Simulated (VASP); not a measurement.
**BN: relaxation of shape and atoms at fixed volume with PBE+D3(BJ)**

The system is BN.

```
B N
1.0
     2.48960    0.00000    0.00000
    -1.24480    2.15606    0.00000
     0.00000    0.00000    6.56973
B N
2 2
Direct
  0.33333 0.66667 0.25000
  0.66667 0.33333 0.75000
  0.33333 0.66667 0.75000
  0.66667 0.33333 0.25000
```

This cell differs from its parent crystal: volume scaled by 0.98.

```json
{
  "Program": "VASP 6.6.1",
  "Task": "relaxation of shape and atoms at fixed volume",
  "Functional": "PBE",
  "Dispersion": "D3(BJ)",
  "Potentials or basis": "VASP PAW PBE potentials, release 64 (B, N)",
  "Cutoff": "600 eV",
  "k mesh": "12 × 12 × 4",
  "Occupations": "gaussian, width 0.01 eV",
  "Spin": "no spin polarisation",
  "Dipole correction": "no",
  "Further INCAR settings": "ALGO = Normal; EDIFF = 1e-07; IBRION = 2; EDIFFG = -0.001; NSW = 80; ISIF = 4"
}
```

| Quantity | Value |
| --- | --- |
| Energy gained by relaxing | 2.6 meV/atom |
| Ionic steps | 3 |
| Pressure after relaxing | 0.4 GPa |
| Band gap on the k mesh | 4.22 eV, indirect (least direct gap 4.61 eV) |
| Dispersion energy per atom | -0.145 eV |

The path:
```tsv
step	energy change (eV)	largest force (eV/Å)	pressure (GPa)	volume (Å³)
1	0.0000	0.0000	4.98	35.26
2	-0.0105	0.0000	0.09	35.26
3	-0.0105	0.0000	0.35	35.26
```

Final structure:
```
B N
1.0
     2.50547    0.00000    0.00000
    -1.25273    2.16980    0.00000
     0.00000    0.00000    6.48679
B N
2 2
Cartesian
  0.0000 1.4465 1.6217
  1.2527 0.7233 4.8651
  0.0000 1.4465 4.8651
  1.2527 0.7233 1.6217
```

Levels at points of the mesh, in eV from the valence-band top:
| k point | band 5 | band 6 | band 7 | band 8 | band 9 | band 10 | band 11 | band 12 |
| --- | --- | --- | --- | --- | --- | --- | --- | --- |
| (0.00, 0.00, 0.00) | -1.36 | -1.36 | -1.31 | -1.31 | 5.39 | 10.56 | 11.50 | 11.50 |
| (0.50, 0.00, 0.00) | -4.17 | -4.09 | -1.54 | -0.39 | 4.22 | 5.73 | 9.52 | 9.90 |
| (0.00, 0.00, 0.50) | -1.33 | -1.33 | -1.33 | -1.33 | 7.89 | 7.89 | 11.57 | 11.57 |
| (0.50, 0.00, 0.50) | -4.13 | -4.13 | -0.94 | -0.94 | 4.71 | 4.71 | 9.90 | 9.90 |

Run time: 82 s on 1 thread of Intel Xeon 8259CL, with other jobs on the host, peak memory 0.18 GiB.

Caveat: the cell differs from its parent crystal (volume scaled by 0.98). A k mesh can miss the band edges.
